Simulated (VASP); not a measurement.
# YPbF3 (P6_3/mmc) in VASP: notebook

Runs on YPbF3. Level: PBE. Tasks: single point.

All numbers are computed with VASP 6.6.1; they aren't measurements. Logs are shortened: lines on timing, memory, paths and dates and some standing lists are left out, and cuts for length are marked.

### 1 The cell of the first run

It takes space group P6_3/mmc (No. 194, hexagonal). The conventional cell has a = 6.598 Å, b = 6.598 Å, c = 5.027 Å, α = 90.00°, β = 90.00°, γ = 120.00°. Y (site symmetry -6m2) has 12 F at 2.90 to 3.33 Å within 3.8 Å. Pb (site symmetry -3m) has 2 Pb at 2.51 Å and 6 F at 2.68 Å within 3.3 Å. Within 3.5 Å of F (site symmetry mm2) lie 6 F at 2.49 to 3.46 Å and 2 Pb at 2.68 Å and 4 Y at 2.90 to 3.33 Å.

### 2 Single point, PBE

INCAR

```
PREC = Accurate
ENCUT = 520
EDIFF = 1E-6
ISMEAR = 0
SIGMA = 0.1
LREAL = F
LASPH = T
NELM = 60
ALGO = Normal
ISIF = 2
LWAVE = F
LCHARG = F
GGA = PE
NBANDS = 57
```

KPOINTS

```
Automatic mesh
0
Gamma
  3 3 4
```

POSCAR

```
YPbF3
1.0
    6.5982245888      0.0000000000      0.0000000000
   -3.2991122944      5.7142301137      0.0000000000
    0.0000000000      0.0000000000      5.0266812618
Y Pb F
2 2 6
Direct
    0.3333333333      0.6666666667      0.7500000000
    0.6666666667      0.3333333333      0.2500000000
    0.0000000000      0.0000000000      0.0000000000
    0.0000000000      0.0000000000      0.5000000000
    0.7924286294      0.5848572588      0.7500000000
    0.4151427412      0.2075713706      0.7500000000
    0.7924286294      0.2075713706      0.7500000000
    0.2075713706      0.4151427412      0.2500000000
    0.5848572588      0.7924286294      0.2500000000
    0.2075713706      0.7924286294      0.2500000000
```

Potentials or basis: VASP PAW PBE potentials, release 64 (Y_sv, Pb_d, F).

Command:

```
$ cat potpaw_PBE.64/Y_sv/POTCAR potpaw_PBE.64/Pb_d/POTCAR potpaw_PBE.64/F/POTCAR > POTCAR
$ mpirun -np 1 vasp_std > vasp.out
```

OUTCAR:

```text
PREC = Accurate
   ENCUT = 520
   EDIFF = 1E-6
   ISMEAR = 0
   LREAL = F
   LASPH = T
   NELM = 60
   ISIF = 2
   GGA = PE

 ion  position               nearest neighbor table
   1  0.333  0.667  0.750-  10 2.90  10 2.90   8 2.90   8 2.90   9 2.90   9 2.90   3 4.01   4 4.01
                             3 4.01   4 4.01   3 4.01   4 4.01
   2  0.667  0.333  0.250-   7 2.90   7 2.90   5 2.90   5 2.90   6 2.90   6 2.90   3 4.01   4 4.01
                             3 4.01   4 4.01   3 4.01   4 4.01
   3  0.000  0.000  0.000-   4 2.51   4 2.51   8 2.68   5 2.68   6 2.68   9 2.68  10 2.68   7 2.68
                             1 4.01   2 4.01   1 4.01   2 4.01   2 4.01   1 4.01
   4  0.000  0.000  0.500-   3 2.51   3 2.51   8 2.68   5 2.68   6 2.68   9 2.68  10 2.68   7 2.68
                             1 4.01   2 4.01   1 4.01   2 4.01   2 4.01   1 4.01
   5  0.792  0.585  0.750-   3 2.68   4 2.68   2 2.90   2 2.90
   6  0.415  0.208  0.750-   3 2.68   4 2.68   2 2.90   2 2.90
   7  0.792  0.208  0.750-   3 2.68   4 2.68   2 2.90   2 2.90
   8  0.208  0.415  0.250-   3 2.68   4 2.68   1 2.90   1 2.90
   9  0.585  0.792  0.250-   3 2.68   4 2.68   1 2.90   1 2.90
  10  0.208  0.792  0.250-   3 2.68   4 2.68   1 2.90   1 2.90

  LATTYP: Found a hexagonal cell.
 ALAT       =     6.5982245888
 C/A-ratio  =     0.7618233048

  Lattice vectors:

 A1 = (   6.5982245888,   0.0000000000,   0.0000000000)
 A2 = (  -3.2991122944,   5.7142301137,   0.0000000000)
 A3 = (   0.0000000000,   0.0000000000,   5.0266812618)

Analysis of symmetry for initial positions (statically):
=====================================================================
 Subroutine PRICEL returns:
 Original cell was already a primitive cell.

 Routine SETGRP: Setting up the symmetry group for a
 hexagonal supercell.

 Subroutine GETGRP returns: Found 24 space group operations
 (whereof 12 operations were pure point group operations)
 out of a pool of 24 trial point group operations.

The static configuration has the point symmetry D_3d.
 The point group associated with its full space group is D_6h.

Analysis of symmetry for dynamics (positions and initial velocities):
=====================================================================
 Subroutine PRICEL returns:
 Original cell was already a primitive cell.

 Routine SETGRP: Setting up the symmetry group for a
 hexagonal supercell.

 Subroutine GETGRP returns: Found 24 space group operations
 (whereof 12 operations were pure point group operations)
 out of a pool of 24 trial point group operations.

The dynamic configuration has the point symmetry D_3d.
 The point group associated with its full space group is D_6h.

 Subroutine INISYM returns: Found 24 space group operations
 (whereof 12 operations are pure point group operations),
 and found     1 'primitive' translations

----------------------------------------------------------------------------------------

                                     Primitive cell

  volume of cell :     189.5249

  direct lattice vectors                    reciprocal lattice vectors
     6.598224589  0.000000000  0.000000000     0.151555920  0.087500851  0.000000000
    -3.299112294  5.714230114  0.000000000     0.000000000  0.175001703  0.000000000
     0.000000000  0.000000000  5.026681262     0.000000000  0.000000000  0.198938414

  length of vectors
     6.598224589  6.598224589  5.026681262     0.175001703  0.175001703  0.198938414

  position of ions in fractional coordinates (direct lattice)
     0.333333333  0.666666667  0.750000000
     0.666666667  0.333333333  0.250000000
     0.000000000  0.000000000  0.000000000
     0.000000000  0.000000000  0.500000000
     0.792428629  0.584857259  0.750000000
     0.415142741  0.207571371  0.750000000
     0.792428629  0.207571371  0.750000000
     0.207571371  0.415142741  0.250000000
     0.584857259  0.792428629  0.250000000
     0.207571371  0.792428629  0.250000000

  ion indices of the primitive-cell ions
   primitive index   ion index
                 1           1
                 2           2
                 3           3
                 4           4
                 5           5
                 6           6
                 7           7
                 8           8
                 9           9
                10          10

----------------------------------------------------------------------------------------

 KPOINTS: Automatic mesh

Automatic generation of k-mesh.
 Grid dimensions read from file:
 generate k-points for:    3    3    4

 Generating k-lattice:

  Cartesian coordinates                     Fractional coordinates (reciprocal lattice)
     0.050518640  0.029166950  0.000000000     0.333333333  0.000000000  0.000000000
     0.000000000  0.058333901  0.000000000     0.000000000  0.333333333  0.000000000
     0.000000000  0.000000000  0.049734604     0.000000000  0.000000000  0.250000000

  Length of vectors
[... 42 lines left out ...]
   NSW    =      0    number of steps for IOM
   IBRION =     -1    ionic relax: 0-MD 1-quasi-New 2-CG
   NFREE  =      0    steps in history (QN), initial steepest desc. (CG)
   ISIF   =      2    stress and relaxation
   ISYM   =      2    0-nonsym 1-usesym 2-fastsym
   POTIM  = 0.5000    time-step for ionic-motion
   TEBEG  =    0.0;   TEEND  =   0.0 temperature during run
   PSTRESS=    0.0 pullay stress
   NELECT =      92.0000    total number of electrons
   NUPDOWN=      -1.0000    fix difference up-down
   EMIN   =  10.00;   EMAX   =-10.00  energy-range for DOS
   EFERMI =   0.00;   METHOD = LEGACY
   ISMEAR =     0;   SIGMA  =   0.10  broadening in eV -4-tet -1-fermi 0-gaus
   EFERMI_NEDOS =   21; number of points for ismear=-14 and -15
   IALGO  =     38    algorithm
   IMIX   =      4    mixing-type and parameters
     AMIX     =   0.40;   BMIX     =  1.00
     AMIX_MAG =   1.60;   BMIX_MAG =  1.00
  volume/ion in A,a.u.               =      18.95       127.90
  Fermi-wavevector in a.u.,A,eV,Ry     =   1.286615  2.431350 22.522798  1.655379
  Thomas-Fermi vector in A             =   2.418679
   LORBIT       =      0    0 simple, 1 ext, 2 COOP (PROOUT), +10 PAW based schemes
   GGA     = PE    functional components
   LHFCALC =     F    Hartree Fock is set to
   AEXX    =    0.0000 exact exchange contribution
   IVDW    =     0    specifies the selected vdW correction
   LEPSILON=     F    determine dielectric tensor
   LRPA    =     F    only Hartree local field effects (RPA)
 non-spin polarized calculation
 Gauss-broadening in eV      SIGMA  =   0.10
  energy-cutoff  :      520.00
  volume of cell :      189.52
 maximum number of plane-waves:      5142
 NGX is ok and might be reduce to    50
   NGX = 25   NGY = 25   NGZ = 19

 number of electron      92.0000037 magnetization

 Free energy of the ion-electron system (eV)
  ---------------------------------------------------
  ext. energy  EPLUGINS =         0.00000000
  ---------------------------------------------------
  free energy    TOTEN  =       -47.43869495 eV

  energy without entropy =      -47.41544954  energy(sigma->0) =      -47.42707224

 E-fermi :   4.6151     XC(G=0):  -9.5029

 val. band max:        4.5355586559   @ k =   0.0000   0.0000   0.5000
 cond. band min:       4.6428759948   @ k =   0.3333   0.0000   0.5000
 fundamental gap:      0.1073173388
 Fermi energy:         4.6151313806

 k-point     1 :       0.0000    0.0000    0.0000
  band No.  band energies     occupation
      1     -41.1262      2.00000
      2     -41.1245      2.00000
      3     -20.9785      2.00000
      4     -20.9785      2.00000
      5     -20.9612      2.00000
      6     -20.9612      2.00000
[... 49 lines left out ...]
     56       6.4842      0.00000
     57       6.5144      0.00000

 k-point     2 :       0.3333    0.0000    0.0000
  band No.  band energies     occupation
      1     -41.1259      2.00000
      2     -41.1249      2.00000
      3     -20.9844      2.00000
      4     -20.9824      2.00000
      5     -20.9636      2.00000
      6     -20.9568      2.00000
[... 414 lines left out ...]
      1     -41.1252      2.00000
      2     -41.1252      2.00000
      3     -20.9861      2.00000
      4     -20.9861      2.00000
      5     -20.9630      2.00000
      6     -20.9630      2.00000
[... 49 lines left out ...]
     56       5.7888      0.00000
     57       7.3589      0.00000

------------------------ aborting loop because EDIFF is reached ----------------------------------------

  FORCE on cell =-STRESS in cart. coord.  units (eV):
  Direction    XX          YY          ZZ          XY          YZ          ZX
  --------------------------------------------------------------------------------------
  -------------------------------------------------------------------------------------
  Total       -0.3603060     -0.3603060     -0.5090970      0.0000000     -0.0000000      0.0000000
  in kB       -3.0459022     -3.0459022     -4.3037294      0.0000000     -0.0000000      0.0000000
  external PRESSURE =      -3.4651779 kB  Pullay stress =       0.0000000 kB

 VOLUME and BASIS-vectors are now :
 -----------------------------------------------------------------------------
  energy-cutoff  :      520.00
  volume of cell :      189.52
      direct lattice vectors                 reciprocal lattice vectors
     6.598224589  0.000000000  0.000000000     0.151555920  0.087500851  0.000000000
    -3.299112294  5.714230114  0.000000000     0.000000000  0.175001703  0.000000000
     0.000000000  0.000000000  5.026681262     0.000000000  0.000000000  0.198938414

 POSITION                                       TOTAL-FORCE (eV/Angst)
 -----------------------------------------------------------------------------------
     -0.00000      3.80949      3.77001        -0.000000     -0.000000     -0.000000
      3.29911      1.90474      1.25667        -0.000000      0.000000     -0.000000
      0.00000      0.00000      0.00000        -0.000000      0.000000     -0.000000
      0.00000      0.00000      2.51334        -0.000000      0.000000     -0.000000
      3.29911      3.34201      3.77001        -0.000000     -0.011864      0.000000
      2.05440      1.18611      3.77001         0.010275      0.005932     -0.000000
      4.54382      1.18611      3.77001        -0.010275      0.005932     -0.000000
      0.00000      2.37222      1.25667         0.000000      0.011864      0.000000
      1.24471      4.52812      1.25667        -0.010275     -0.005932      0.000000
     -1.24471      4.52812      1.25667         0.010275     -0.005932     -0.000000
 -----------------------------------------------------------------------------------
    total drift:                               -0.000002      0.000001     -0.000000

  FREE ENERGIE OF THE ION-ELECTRON SYSTEM (eV)
  ---------------------------------------------------
  free  energy   TOTEN  =       -47.4386949468 eV

  energy  without entropy=      -47.4154495368  energy(sigma->0) =      -47.42707224
```

Wall time 5.2 min (1 thread of Intel Xeon 8259CL, shared host); peak memory 0.36 GiB.

Results:

```yaml
Free_energy: -47.4387 eV
Pressure: -0.3 GPa
Largest_force: 0.012 eV/Å
Band_gap_on_the_k_mesh: zero (bands 46 and 47 overlap by 0.79 eV)
```

Forces in eV/Å, atoms in the order of the input:
```
Y    0.000  0.000  0.000
Y    0.000  0.000  0.000
Pb   0.000  0.000  0.000
Pb   0.000  0.000  0.000
F    0.000 -0.012  0.000
F    0.010  0.006  0.000
F   -0.010  0.006  0.000
F    0.000  0.012  0.000
F   -0.010 -0.006  0.000
F    0.010 -0.006  0.000
```

Levels at points of the mesh, in eV from the Fermi level:
```csv
k point,band 42,band 43,band 44,band 45,band 46,band 47,band 48,band 49,band 50,band 51
"(0.00, 0.00, 0.00)",-4.20,-4.12,-3.26,-2.73,-0.62,-0.62,-0.27,0.55,0.55,1.05
"(0.00, 0.00, 0.50)",-4.38,-4.30,-4.30,-0.08,-0.08,-0.08,-0.08,0.55,0.55,1.22
```

Caveat: the k points lie up to 0.37 Å⁻¹ apart, too coarse for converged energies and pressures of a metal; spin-orbit coupling is left out, which moves the levels of the heavy elements.

### 3 Single point, PBE

This run uses another cell than the first one, of 20.76 Å³/atom.

INCAR

```
ALGO     = Normal         # electronic algorithm
EDIFF    = 1E-6           # SCF threshold, eV
ENCUT    = 520            # plane-wave cutoff, eV
GGA      = PE             # functional
ISIF     = 2              # what is computed and relaxed
ISMEAR   = 0              # smearing method
LASPH    = True           # aspherical terms in the spheres
LCHARG   = False          # write CHGCAR
LREAL    = False          # projectors in reciprocal space
LWAVE    = False          # write WAVECAR
NBANDS   = 57             # bands
NELM     = 60             # most SCF steps
PREC     = Accurate       # precision mode
SIGMA    = 0.1            # smearing width, eV
```

KPOINTS

```
k-points
0
Gamma
  3 3 4
```

POSCAR

```
YPbF3
1.0
    6.5839950000      0.0000000000      0.0000000000
   -3.2919975000      5.7019069300      0.0000000000
    0.0000000000      0.0000000000      5.5305558000
Y Pb F
2 2 6
Direct
    0.3333333300      0.6666666700      0.7500000000
    0.6666666700      0.3333333300      0.2500000000
    0.0000000000      0.0000000000      0.0000000000
    0.0000000000      0.0000000000      0.5000000000
    0.8333333300      0.6666666700      0.7500000000
    0.3333333300      0.1666666700      0.7500000000
    0.8333333300      0.1666666700      0.7500000000
    0.1666666700      0.3333333300      0.2500000000
    0.6666666700      0.8333333300      0.2500000000
    0.1666666700      0.8333333300      0.2500000000
```

Potentials or basis: VASP PAW PBE potentials, release 64 (Y_sv, Pb_d, F).

Command:

```
$ cat potpaw_PBE.64/Y_sv/POTCAR potpaw_PBE.64/Pb_d/POTCAR potpaw_PBE.64/F/POTCAR > POTCAR
$ mpirun -np 1 vasp_std > vasp.out
```

It took 5.5 min on 1 thread of Intel Xeon 8259CL, shared host; peak memory 0.38 GiB.

Results (log left out):

| Quantity | Value |
| --- | --- |
| Free energy | -44.4911 eV |
| Pressure | 7.1 GPa |
| Largest force | 2.192 eV/Å |
| Band gap on the k mesh | zero (bands 46 and 47 overlap by 0.27 eV) |

Forces on the atoms (eV/Å):
```
Y    0.000  0.000  0.000
Y    0.000  0.000  0.000
Pb   0.000  0.000  0.000
Pb   0.000  0.000  0.000
F    0.000 -2.192  0.000
F    1.898  1.096  0.000
F   -1.898  1.096  0.000
F    0.000  2.192  0.000
F   -1.898 -1.096  0.000
F    1.898 -1.096  0.000
```

Stress tensor (GPa, compression positive):
```
 4.09  0.00  0.00
 0.00  4.09  0.00
 0.00  0.00 13.27
```

Levels at points of the mesh, in eV from the Fermi level:
| k point | band 43 | band 44 | band 45 | band 46 | band 47 | band 48 | band 49 | band 50 |
| --- | --- | --- | --- | --- | --- | --- | --- | --- |
| (0.00, 0.00, 0.00) | -4.37 | -2.50 | -0.60 | -0.32 | -0.16 | -0.16 | 0.20 | 0.20 |
| (0.00, 0.00, 0.50) | -3.41 | -3.41 | -0.27 | -0.27 | -0.27 | -0.27 | 0.09 | 0.09 |

Caveat: the k points lie up to 0.37 Å⁻¹ apart; spin-orbit coupling is left out, which moves the levels of the heavy elements; forces of over 1 eV/Å act on the atoms, so gaps and moduli don't describe the material at rest.

### 4 Single point, PBE

INCAR

```
SYSTEM = YPbF3
ALGO     = Normal         ! electronic algorithm
EDIFF    = 1E-6           ! SCF threshold, eV
ENCUT    = 520            ! plane-wave cutoff, eV
GGA      = PE             ! functional
ISIF     = 2              ! what is computed and relaxed
ISMEAR   = 0              ! smearing method
LASPH    = .True.         ! aspherical terms in the spheres
LCHARG   = .False.        ! write CHGCAR
LREAL    = .False.        ! projectors in reciprocal space
LWAVE    = .False.        ! write WAVECAR
NBANDS   = 57             ! bands
NELM     = 60             ! most SCF steps
PREC     = Accurate       ! precision mode
SIGMA    = 0.1            ! smearing width, eV
```

KPOINTS

```
k-points
0
Gamma
  6 6 8
  0 0 0
```

POSCAR

```
YPbF3
1.0
    6.5476205390      0.0000000000      0.0000000000
   -3.2738102695      5.6704057211      0.0000000000
    0.0000000000      0.0000000000      5.1133629334
Y Pb F
2 2 6
Direct
    0.3333333333      0.6666666667      0.7500000000
    0.6666666667      0.3333333333      0.2500000000
    0.0000000000      0.0000000000      0.0000000000
    0.0000000000      0.0000000000      0.5000000000
    0.7931808661      0.5863617322      0.7500000000
    0.4136382678      0.2068191339      0.7500000000
    0.7931808661      0.2068191339      0.7500000000
    0.2068191339      0.4136382678      0.2500000000
    0.5863617322      0.7931808661      0.2500000000
    0.2068191339      0.7931808661      0.2500000000
```

Command:

```
$ cat potpaw_PBE.64/Y_sv/POTCAR potpaw_PBE.64/Pb_d/POTCAR potpaw_PBE.64/F/POTCAR > POTCAR
$ mpirun -np 1 vasp_std > vasp.out
```

It took 15 min on 1 thread of Intel Xeon 8259CL, shared host; peak memory 0.53 GiB.

The run converged. Its results:

| Quantity | Value |
| --- | --- |
| Free energy | -47.4783 eV |
| Pressure | -0.2 GPa |
| Band gap on the k mesh | zero (bands 46 and 47 overlap by 0.81 eV) |

Stress tensor (GPa, compression positive):
```
-0.20  0.00  0.00
 0.00 -0.20  0.00
 0.00  0.00 -0.29
```

Levels at points of the mesh, in eV from the Fermi level:
| k point | band 44 | band 45 | band 46 | band 47 | band 48 | band 49 |
| --- | --- | --- | --- | --- | --- | --- |
| (0.00, 0.00, 0.00) | -3.23 | -2.38 | -0.52 | -0.52 | -0.21 | 0.56 |
| (0.50, 0.00, 0.00) | -3.07 | -1.74 | -0.91 | -0.12 | 0.65 | 0.81 |
| (0.00, 0.00, 0.50) | -4.27 | -0.08 | -0.08 | -0.08 | -0.08 | 0.58 |
| (0.50, 0.00, 0.50) | -3.47 | 0.16 | 0.16 | 0.56 | 0.56 | 0.71 |

Caveat: spin-orbit coupling is left out, which moves the levels of the heavy elements.

### 5 Overview

| cell | k mesh | gap on the mesh (eV) | pressure (GPa) | largest force (eV/Å) |
| --- | --- | --- | --- | --- |
| a = 6.598, b = 6.598, c = 5.027 Å, angles 90.0, 90.0, 120.0°, 10 atoms, atomic positions A | 3 × 3 × 4 | none | -0.3 | 0.01 |
| a = 6.584, b = 6.584, c = 5.531 Å, angles 90.0, 90.0, 120.0°, 10 atoms, atomic positions B | 3 × 3 × 4 | none | 7.1 | 2.19 |
| a = 6.548, b = 6.548, c = 5.113 Å, angles 90.0, 90.0, 120.0°, 10 atoms, atomic positions A | 6 × 6 × 8 | none | -0.2 | - |

Alike in all rows: task single point; level PBE; potentials or basis VASP PAW PBE potentials, release 64 (Y_sv, Pb_d, F); no spin polarisation; cutoff (eV) 520; smearing gaussian 0.1 eV.

Caveats: some runs use coarse meshes; spin-orbit coupling is left out, which moves the levels of the heavy elements; forces of over 1 eV/Å act on the atoms, so gaps and moduli don't describe the material at rest (at least some runs).

Absolute energies hang on the potentials; compare differences alone.
